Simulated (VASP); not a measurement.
Input of a VASP 6.6.1 run:

INCAR

```
PREC = Accurate
ENCUT = 520
EDIFF = 1E-6
ISMEAR = 0
SIGMA = 0.1
LREAL = F
LASPH = T
NELM = 80
ALGO = Normal
ISIF = 2
LWAVE = F
LCHARG = T
GGA = PE
LELF = T
LVHAR = T
NBANDS = 41
```

File KPOINTS:

```
regular mesh
0
Gamma
  6 6 6
```

The input POSCAR:

```
Mg3Cd2Se5
1.0
    1.9814969264      1.1440177855     16.1879137106
   -1.9814969264      1.1440177855     16.1879137106
    0.0000000000     -2.2880355661     16.1879137109
Mg Cd Se
3 2 5
Direct
    0.0000000000      0.0000000000      0.0000000000
    0.6016592585      0.6016592585      0.6016592585
    0.3983407415      0.3983407415      0.3983407415
    0.2012921066      0.2012921066      0.2012921066
    0.7987078934      0.7987078934      0.7987078934
    0.3008630002      0.3008630002      0.3008630002
    0.9029430110      0.9029430110      0.9029430110
    0.5000000000      0.5000000000      0.5000000000
    0.0970569890      0.0970569890      0.0970569890
    0.6991369998      0.6991369998      0.6991369998
```

Potentials or basis: VASP PAW PBE potentials, release 64 (Mg, Cd, Se).

Launch:

```console
$ cat potpaw_PBE.64/Mg/POTCAR potpaw_PBE.64/Cd/POTCAR potpaw_PBE.64/Se/POTCAR > POTCAR
$ mpirun -np 1 vasp_std > vasp.out
```

**Question.** Estimate the pressure.

**Answer.** 0.1 GPa.

**Question.** Estimate the band gap on the k mesh.

**Answer.** 0.45 eV (least direct gap 0.82 eV).

**Question.** Predict the largest force.

**Answer.** 0.062 eV/Å.

Forces on the atoms (eV/Å):
```
Mg   0.000  0.000  0.000
Mg   0.000  0.000  0.020
Mg   0.000  0.000 -0.020
Cd   0.000  0.000  0.007
Cd   0.000  0.000 -0.007
Se   0.000  0.000  0.003
Se   0.000  0.000  0.062
Se   0.000  0.000  0.000
Se   0.000  0.000 -0.062
Se   0.000  0.000 -0.003
```

A k mesh can miss the band edges.
